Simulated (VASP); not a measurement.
Input of a VASP 6.6.1 run:

File INCAR:

```
SYSTEM = SnO
ALGO     = Normal         ! electronic algorithm
EDIFF    = 1E-6           ! SCF threshold, eV
ENCUT    = 1340           ! plane-wave cutoff, eV
GGA      = PE             ! functional
GGA_COMPAT= .False.      
ISIF     = 2              ! what is computed and relaxed
ISMEAR   = -1             ! smearing method
LASPH    = .True.         ! aspherical terms in the spheres
LCHARG   = .False.        ! write CHGCAR
LREAL    = .False.        ! projectors in reciprocal space
LWAVE    = .False.        ! write WAVECAR
NBANDS   = 28             ! bands
NELM     = 120            ! most SCF steps
PREC     = Accurate       ! precision mode
SIGMA    = 0.02           ! smearing width, eV
```

KPOINTS

```
k-points
0
Gamma
  12 12 4
  0 0 0
```

POSCAR

```
SnO
1.0
    3.3612593703      0.0000000000      0.0000000000
   -1.6806296852      2.9109360034      0.0000000000
    0.0000000000      0.0000000000      9.1916329801
Sn O
2 2
Direct
    0.3333333333      0.6666666667     -0.0059446238
    0.6666666667      0.3333333333      0.4940553762
    0.3333333333      0.6666666667      0.3809446238
    0.6666666667      0.3333333333      0.8809446238
```

Potentials or basis: VASP PAW PBE potentials, release 64 (Sn_d, O_h).

Launch:

```console
$ cat potpaw_PBE.64/Sn_d/POTCAR potpaw_PBE.64/O_h/POTCAR > POTCAR
$ mpirun -np 1 vasp_std > vasp.out
```

Task: Predict the band gap on the k mesh.

Result: 1.43 eV (least direct gap 1.69 eV).

Task: Estimate the largest force.

Result: 0.057 eV/Å.

Forces in eV/Å, atoms in the order of the input:
```
Sn   0.000  0.000  0.057
Sn   0.000  0.000  0.057
O    0.000  0.000 -0.057
O    0.000  0.000 -0.057
```

Caveat: the structure was generated, so it needn't be the stable form of SnO; spin-orbit coupling is left out, which moves the levels of the heavy elements. A k mesh can miss the band edges.
